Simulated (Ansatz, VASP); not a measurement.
## Two plane-wave programs on SiC

File INCAR:

```
SYSTEM = SiC
ALGO = Normal
EDIFF = 1E-6
ENCUT = 520
ISIF = 2
ISMEAR = 0
LASPH = .True.
LCHARG = .True.
LELF = .True.
LREAL = .False.
LVHAR = .True.
LWAVE = .False.
NBANDS = 11
NELM = 100
PREC = Accurate
SIGMA = 0.05
```

KPOINTS

```
k-points
0
Gamma
  14 14 14
  0 0 0
```

POSCAR

```
SiC
1.0
    0.0000000000      2.1740000000      2.1740000000
    2.1740000000      0.0000000000      2.1740000000
    2.1740000000      2.1740000000      0.0000000000
Si C
1 1
Direct
   -0.1422995477      0.0000000000      0.0000000000
    0.7500000000      0.7500000000      0.7500000000
```

Input for Ansatz:

```yaml
crystal:
  lattice:
    - [0.0, 2.174, 2.174]
    - [2.174, 0.0, 2.174]
    - [2.174, 2.174, 0.0]
  atoms:
    - { symbol: Si, position: [-0.1422995477, 0.0, 0.0] }
    - { symbol: C, position: [0.75, 0.75, 0.75] }
basis:
  ecutwfc: 420
kpoints:
  mp_grid: { grid: [14, 14, 14] }
hamiltonian:
  xc: lda
scf:
  occupations: { method: gaussian, width: 0.05 }
output:
  forces: true
  stress: true
  eigenvalues: true
  write_density: true
  write_potential: true
  elf: true
  volumetric_format: npy
```

Change from the starting cell: all Si atoms moved +0.438 Å, as atom 1 towards its neighbour atom 1 (Si) at 3.075 Å.

Alike in both runs: task single point; functional LDA; k mesh 14 × 14 × 14; occupations gaussian, width 0.05 eV; no spin polarisation.

|  | VASP | Ansatz |
| --- | --- | --- |
| version | VASP 6.6.1 | Ansatz 0.2.0 |
| potentials or method | VASP PAW LDA potentials, release 64 (Si, C), cutoff 520 eV | scalar-relativistic, plane waves, PAW |
| valence electrons in the cell | 8 | 8 |

|  | VASP | Ansatz | Ansatz less VASP |
| --- | --- | --- | --- |
| gap on the k mesh at the Fermi level (eV) | none | none | - |
| pressure (GPa) | 23.1 | 22.9 | -0.16 |
| traceless stress, the component that is largest in VASP (GPa) | 29.47 | 29.45 | -0.016 |
| rms of the force components (eV/Å) | 6.891 | 6.904 | +0.0130 |

LDA's correlation is that of Perdew and Zunger in VASP and of Perdew and Wang (1992) in Ansatz. Atom by atom the forces differ by 0.015 eV/Å (rms over components). A gap of «none» marks a metal or a gap that the smearing closes.
